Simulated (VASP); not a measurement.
Here is a VASP 6.6.1 calculation.

The input INCAR:

```
PREC = Accurate
ENCUT = 520
EDIFF = 1E-6
ISMEAR = 0
SIGMA = 0.1
LREAL = False
LASPH = True
NELM = 100
ALGO = Normal
ISIF = 2
LWAVE = False
LCHARG = False
GGA = PE
NBANDS = 30
```

The input KPOINTS:

```
regular mesh
0
Gamma
  10 10 10
```

The input POSCAR:

```
Hf2NbN2
1.0
   -2.6425030837      2.6425030837      2.7110274601
    2.6425030837     -2.6425030837      2.7110274601
    2.6425030837      2.6425030837     -2.7110274601
Hf Nb N
2 1 2
Direct
    0.2500000000      0.7500000000      0.5000000000
    0.7500000000      0.2500000000      0.5000000000
    0.5000000000      0.5000000000      0.0000000000
    0.1234578582      0.1234578582      0.0000000000
    0.8765421418      0.8765421418      0.0000000000
```

Potentials or basis: VASP PAW PBE potentials, release 64 (Hf_pv, Nb_sv, N).

Run with:

```sh
$ cat potpaw_PBE.64/Hf_pv/POTCAR potpaw_PBE.64/Nb_sv/POTCAR potpaw_PBE.64/N/POTCAR > POTCAR
$ mpirun -np 1 vasp_std > vasp.out
```

(1) Predict the largest force.

(2) Estimate the band gap on the k mesh.

(3) What does it give for the pressure?

Results:

(1) 0.137 eV/Å.

(2) zero (an odd number of electrons rules out a gap without spin polarisation).

(3) -0.8 GPa.

Caveat: spin-orbit coupling is left out, which moves the levels of the heavy elements.
